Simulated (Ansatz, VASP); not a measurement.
## Pd6Br in VASP and in Ansatz

```
Pd Br
1.0
     5.50101    0.00000    0.00000
    -2.75050    4.76401    0.00000
     0.00000    0.00000   24.87555
Pd Br
12 2
Direct
  0.33333 0.16667 0.32160
  0.33333 0.66667 0.32160
  0.83333 0.16667 0.32160
  0.83333 0.66667 0.32160
  0.66667 0.33333 0.41188
  0.66667 0.83333 0.41188
  0.16667 0.33333 0.41188
  0.16667 0.83333 0.41188
  0.00000 0.50000 0.50216
  0.00000 0.00000 0.50216
  0.50000 0.50000 0.50216
  0.50000 0.00000 0.50216
  0.16667 0.33333 0.61392
  0.16667 0.33333 0.70976
```

Alike in both runs: task single point; functional PBE; k mesh 6 × 6 × 1; occupations fermi-dirac, width 0.05 eV; no spin polarisation.

|  | VASP | Ansatz |
| --- | --- | --- |
| version | VASP 6.6.1 | Ansatz 0.2.0 |
| potentials or method | VASP PAW PBE potentials, release 64 (Pd, Br) | Ansatz PAW |
| plane-wave cutoff (eV) | 520 | 420 |
| valence electrons in the cell | 134 | 230 |

VASP gave:

| Item | Value |
| --- | --- |
| gap on the k mesh at the Fermi level (eV) | none |
| rms of the force components (eV/Å) | 0.239 |

Question: What did Ansatz give for the same quantities?

Answer: gap on the k mesh at the Fermi level (eV): none; rms of the force components (eV/Å): 0.244.

Atom by atom the forces differ by 0.008 eV/Å (rms over components). A gap of «none» marks a metal or a gap that the smearing closes. The functional is the same, so the differences come from potentials, cutoffs and numerics. VASP's potentials hold 134 valence electrons a cell and Ansatz's 230, so a difference there can come from the potentials and not from the codes.
